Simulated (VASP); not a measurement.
# Au (I4/mmm) in VASP: further runs, part 2 of 2

VASP 6.6.1. The steps go on from the part before.

**3. Single point, PBE (strain -0.030 along x and y, +0.000 along z)**

Contents of INCAR:

```
PREC = Accurate ; ENCUT = 520
EDIFF = 1E-6 ; ISMEAR = 0
SIGMA = 0.15 ; LREAL = False
LASPH = True ; NELM = 100
ALGO = Fast ; ISIF = 2
LWAVE = False ; LCHARG = False
GGA = PE ; NBANDS = 12
```

Contents of KPOINTS:

```
regular mesh
0
Gamma
  20 20 20
```

Contents of POSCAR:

```
Au
1.0
    0.0000000000      1.9841350000      2.0455000000
    1.9841350000      0.0000000000      2.0455000000
    1.9841350000      1.9841350000      0.0000000000
Au
1
Direct
    0.0000000000      0.0000000000      0.0000000000
```

Potentials or basis: VASP PAW PBE potentials, release 64 (Au).

Started as:

```sh
cat potpaw_PBE.64/Au/POTCAR > POTCAR
mpirun -np 1 vasp_std > vasp.out
```

OUTCAR:

```text
PREC = Accurate
   ENCUT = 520
   EDIFF = 1E-6
   ISMEAR = 0
   LREAL = False
   LASPH = True
   NELM = 100
   ISIF = 2
   GGA = PE

 ion  position               nearest neighbor table
   1  0.000  0.000  0.000-

  LATTYP: Found a body centered tetragonal cell.
 ALAT       =     2.8059906266
 C/A-ratio  =     1.4579521262

  Lattice vectors:

 A1 = (  -1.9841350000,   0.0000000000,   2.0455000000)
 A2 = (   1.9841350000,   0.0000000000,   2.0455000000)
[... 541 lines left out ...]
     12      35.6821      0.00000

 [... further k-points ...]

------------------------ aborting loop because EDIFF is reached ----------------------------------------

  FORCE on cell =-STRESS in cart. coord.  units (eV):
  Direction    XX          YY          ZZ          XY          YZ          ZX
  --------------------------------------------------------------------------------------
  -------------------------------------------------------------------------------------
  Total        2.1464743      2.1464743      2.0078990      0.0000000      0.0000000      0.0000000
  in kB      213.5326818    213.5326818    199.7471214      0.0000000      0.0000000      0.0000000
  external PRESSURE =     208.9374950 kB  Pullay stress =       0.0000000 kB

 VOLUME and BASIS-vectors are now :
 -----------------------------------------------------------------------------
  energy-cutoff  :      520.00
  volume of cell :       16.11
      direct lattice vectors                 reciprocal lattice vectors
     0.000000000  1.984135000  2.045500000    -0.251998982  0.251998982  0.244439012
     1.984135000  0.000000000  2.045500000     0.251998982 -0.251998982  0.244439012
     1.984135000  1.984135000  0.000000000     0.251998982  0.251998982 -0.244439012

 POSITION                                       TOTAL-FORCE (eV/Angst)
 -----------------------------------------------------------------------------------
      0.00000      0.00000      0.00000         0.000000      0.000000      0.000000
 -----------------------------------------------------------------------------------
    total drift:                               -0.000000      0.000000     -0.000000

  FREE ENERGIE OF THE ION-ELECTRON SYSTEM (eV)
  ---------------------------------------------------
  free  energy   TOTEN  =        -3.1145633894 eV

  energy  without entropy=       -3.1112878978  energy(sigma->0) =       -3.11292564
```

Run time: 4.4 min. Hardware: 1 thread of Intel Xeon 8259CL, shared host; peak memory 0.24 GiB.

Results:

| Quantity | Value |
| --- | --- |
| Free energy | -3.1146 eV |
| Pressure | 20.9 GPa |
| Band gap on the k mesh | zero (an odd number of electrons rules out a gap without spin polarisation) |

Levels at points of the mesh, in eV from the Fermi level:
```tsv
k point	band 2	band 3	band 4	band 5	band 6	band 7	band 8	band 9	band 10	band 11
(0.00, 0.00, 0.00)	-5.22	-4.92	-4.92	-3.53	-3.19	14.42	18.34	18.94	18.94	23.85
(0.50, 0.00, 0.00)	-5.21	-4.93	-2.10	-1.96	-1.24	3.38	13.83	17.26	17.87	25.38
(0.50, 0.50, 0.00)	-7.30	-2.06	-1.69	-1.69	0.49	5.74	10.52	10.52	18.15	20.92
(0.50, 0.00, 0.50)	-7.28	-2.09	-1.79	-1.54	1.03	6.49	9.93	10.03	17.69	20.44
```

Caveat: the cell differs from its parent crystal (strain -0.030 along x and y, +0.000 along z); the cell stands under pressure; spin-orbit coupling is left out, which moves the levels of the heavy elements.

**4. Single point, PBE (strain -0.015 along x and y, -0.030 along z)**

Contents of INCAR:

```
SYSTEM = Au
PREC     = Accurate       ! precision mode
ENCUT    = 520            ! plane-wave cutoff, eV
EDIFF    = 1E-6           ! SCF threshold, eV
ISMEAR   = 0              ! smearing method
SIGMA    = 0.15           ! smearing width, eV
LREAL    = .FALSE.        ! projectors in reciprocal space
LASPH    = .TRUE.         ! aspherical terms in the spheres
NELM     = 60             ! most SCF steps
ALGO     = Normal         ! electronic algorithm
ISIF     = 2              ! what is computed and relaxed
LWAVE    = .FALSE.        ! write WAVECAR
LCHARG   = .FALSE.        ! write CHGCAR
GGA      = PE             ! functional
NBANDS   = 12             ! bands
```

Contents of KPOINTS:

```
Automatic mesh
0
G
  20 20 20
  0 0 0
```

Contents of POSCAR:

```
Au
1.0
    0.0000000000      2.0148175000      1.9841350000
    2.0148175000      0.0000000000      1.9841350000
    2.0148175000      2.0148175000      0.0000000000
Au
1
Direct
    0.0000000000      0.0000000000      0.0000000000
```

Started as:

```sh
cat potpaw_PBE.64/Au/POTCAR > POTCAR
mpirun -np 1 vasp_std > vasp.out
```

It took 4.1 min on 1 thread of Intel Xeon 8259CL, shared host; peak memory 0.24 GiB.

The run converged. Its results:

| Property | Result |
| --- | --- |
| Free energy | -3.1161 eV |
| Pressure | 20.7 GPa |
| Band gap on the k mesh | zero (an odd number of electrons rules out a gap without spin polarisation) |

Stress tensor (GPa, compression positive):
```
20.54  0.00  0.00
 0.00 20.54  0.00
 0.00  0.00 21.16
```

Levels at points of the mesh, in eV from the Fermi level:
```
           k point  band 4  band 5  band 6  band 7  band 8  band 9
(0.00, 0.00, 0.00)   -4.92   -3.43   -3.26   14.42   18.64   18.64
(0.50, 0.00, 0.00)   -2.05   -1.98   -1.23    3.38   13.88   17.38
(0.50, 0.50, 0.00)   -1.65   -1.65    1.04    6.50    9.98    9.98
(0.50, 0.00, 0.50)   -1.72   -1.61    0.76    6.12   10.23   10.28
```

Caveat: the cell differs from its parent crystal (strain -0.015 along x and y, -0.030 along z); the cell stands under pressure; spin-orbit coupling is left out, which moves the levels of the heavy elements.

**5. Single point, PBE (strain -0.030 along x and y, +0.015 along z)**

INCAR: that of step 4 with these lines changed.

```diff
@@ -12,4 +12,6 @@
 LWAVE    = .FALSE.        ! write WAVECAR
-LCHARG   = .FALSE.        ! write CHGCAR
+LCHARG   = .TRUE.         ! write CHGCAR
 GGA      = PE             ! functional
+LELF     = .TRUE.         ! ELF
+LVHAR    = .TRUE.       
 NBANDS   = 12             ! bands
```

Contents of KPOINTS:

```
regular mesh
0
G
  20 20 20
  0 0 0
```

Contents of POSCAR:

```
Au
1.0
    0.0000000000      1.9841350000      2.0761825000
    1.9841350000      0.0000000000      2.0761825000
    1.9841350000      1.9841350000      0.0000000000
Au
1
Direct
    0.0000000000      0.0000000000      0.0000000000
```

Started as:

```sh
cat potpaw_PBE.64/Au/POTCAR > POTCAR
mpirun -np 1 vasp_std > vasp.out
```

It took 4.4 min on 1 thread of Intel Xeon 8259CL, shared host; peak memory 0.25 GiB.

Results (log left out):

```
Free energy            : -3.1417 eV
Pressure               : 17.2 GPa
Band gap on the k mesh : zero (an odd number of electrons rules out a gap without spin polarisation)
```

Stress tensor (GPa, compression positive):
```
17.94  0.00  0.00
 0.00 17.94  0.00
 0.00  0.00 15.86
```

Levels at points of the mesh, in eV from the Fermi level:
```
           k point  band 4  band 5  band 6  band 7  band 8  band 9
(0.00, 0.00, 0.00)   -4.80   -3.58   -3.09   14.46   18.11   18.96
(0.50, 0.00, 0.00)   -2.13   -1.94   -1.18    3.29   13.79   17.04
(0.50, 0.50, 0.00)   -1.71   -1.71    0.36    5.38   10.65   10.65
(0.50, 0.00, 0.50)   -1.86   -1.49    1.15    6.48    9.79    9.91
```

Caveat: the cell differs from its parent crystal (strain -0.030 along x and y, +0.015 along z); the cell stands under pressure; spin-orbit coupling is left out, which moves the levels of the heavy elements.

**6. Single point, PBE (strain -0.030 along x and y, +0.030 along z)**

Contents of INCAR:

```
PREC = Accurate ; ENCUT = 520
EDIFF = 1E-6 ; ISMEAR = 0
SIGMA = 0.15 ; LREAL = F
LASPH = T ; NELM = 80
ALGO = Fast ; ISIF = 2
LWAVE = F ; LCHARG = F
GGA = PE ; NBANDS = 12
```

Contents of KPOINTS:

```
Automatic mesh
0
Gamma
  20 20 20
```

Contents of POSCAR:

```
Au
1.0
    0.0000000000      1.9841350000      2.1068650000
    1.9841350000      0.0000000000      2.1068650000
    1.9841350000      1.9841350000      0.0000000000
Au
1
Direct
    0.0000000000      0.0000000000      0.0000000000
```

Potentials or basis: VASP PAW PBE potentials, release 64 (Au).

Started as:

```sh
cat potpaw_PBE.64/Au/POTCAR > POTCAR
mpirun -np 1 vasp_std > vasp.out
```

Run time: 4.5 min. Hardware: 1 thread of Intel Xeon 8259CL, shared host; peak memory 0.25 GiB.

It converged, with:

* Free energy: -3.1630 eV
* Pressure: 14.1 GPa
* Band gap on the k mesh: zero (an odd number of electrons rules out a gap without spin polarisation)

Stress tensor (GPa, compression positive):
```
15.02  0.00  0.00
 0.00 15.02  0.00
 0.00  0.00 12.24
```

Levels at points of the mesh, in eV from the Fermi level:
```
           k point  band 2  band 3  band 4  band 5  band 6  band 7  band 8  band 9  band 10  band 11
(0.00, 0.00, 0.00)   -5.26   -4.68   -4.68   -3.63   -3.00   14.50   17.88   18.96    18.96    23.65
(0.50, 0.00, 0.00)   -5.19   -4.66   -2.16   -1.92   -1.11    3.20   13.72   16.87    17.98    24.39
(0.50, 0.50, 0.00)   -7.06   -2.05   -1.73   -1.73    0.24    5.02   10.77   10.77    18.11    20.77
(0.50, 0.00, 0.50)   -7.01   -2.13   -1.93   -1.45    1.27    6.46    9.65    9.79    17.24    19.84
```

Caveat: the cell differs from its parent crystal (strain -0.030 along x and y, +0.030 along z); the cell stands under pressure; spin-orbit coupling is left out, which moves the levels of the heavy elements.

**7. The runs side by side**

```csv
cell,gap on the mesh (eV),pressure (GPa)
"a = 2.828, b = 2.828, c = 2.806 Å, angles 60.3, 60.3, 59.5°, 1 atom",none,24.8
"a = 2.850, b = 2.850, c = 2.806 Å, angles 60.5, 60.5, 59.0°, 1 atom",none,20.9
"a = 2.828, b = 2.828, c = 2.849 Å, angles 59.7, 59.7, 60.5°, 1 atom",none,20.7
"a = 2.872, b = 2.872, c = 2.806 Å, angles 60.8, 60.8, 58.5°, 1 atom",none,17.2
"a = 2.894, b = 2.894, c = 2.806 Å, angles 61.0, 61.0, 58.0°, 1 atom",none,14.1
```

Alike in all rows: task single point; level PBE; potentials or basis VASP PAW PBE potentials, release 64 (Au); no spin polarisation; k mesh 20 × 20 × 20; cutoff (eV) 520; smearing gaussian 0.15 eV.

Caveats: the cell stands under pressure; spin-orbit coupling is left out, which moves the levels of the heavy elements.

Absolute energies hang on the potentials; compare differences alone.
